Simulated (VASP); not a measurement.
A run of VASP 6.6.1 is set up as follows.

File INCAR:

```
PREC = Accurate
ENCUT = 520
EDIFF = 1E-7
ISMEAR = -1
SIGMA = 0.05
LREAL = F
LASPH = T
NELM = 80
ALGO = Normal
ISIF = 2
LWAVE = F
LCHARG = F
GGA = PE
NBANDS = 16
```

KPOINTS

```
Automatic mesh
0
Gamma
  12 12 4
```

The input POSCAR:

```
SiC
1.0
    3.0760000000      0.0000000000      0.0000000000
   -1.5380000000      2.6638941400      0.0000000000
    0.0000000000      0.0000000000      5.0480000000
Si C
2 2
Direct
    0.3333333333      0.6666666667      0.0000000000
    0.6666666667      0.3333333333      0.5000000000
    0.3333333333      0.6666666667      0.3850000000
    0.6666666667      0.3333333333      0.8850000000
```

Potentials or basis: VASP PAW PBE potentials, release 64 (Si, C).

Command:

```bash
$ cat potpaw_PBE.64/Si/POTCAR potpaw_PBE.64/C/POTCAR > POTCAR
$ mpirun -np 1 vasp_std > vasp.out
```

Question: What does it give for the pressure?

Answer: 3.6 GPa.

Question: What does it give for the band gap on the k mesh?

Answer: 2.32 eV, indirect (least direct gap 4.08 eV).

Stress tensor (GPa, compression positive):
```
5.26 0.00 0.00
0.00 5.26 0.00
0.00 0.00 0.40
```

A k mesh can miss the band edges.
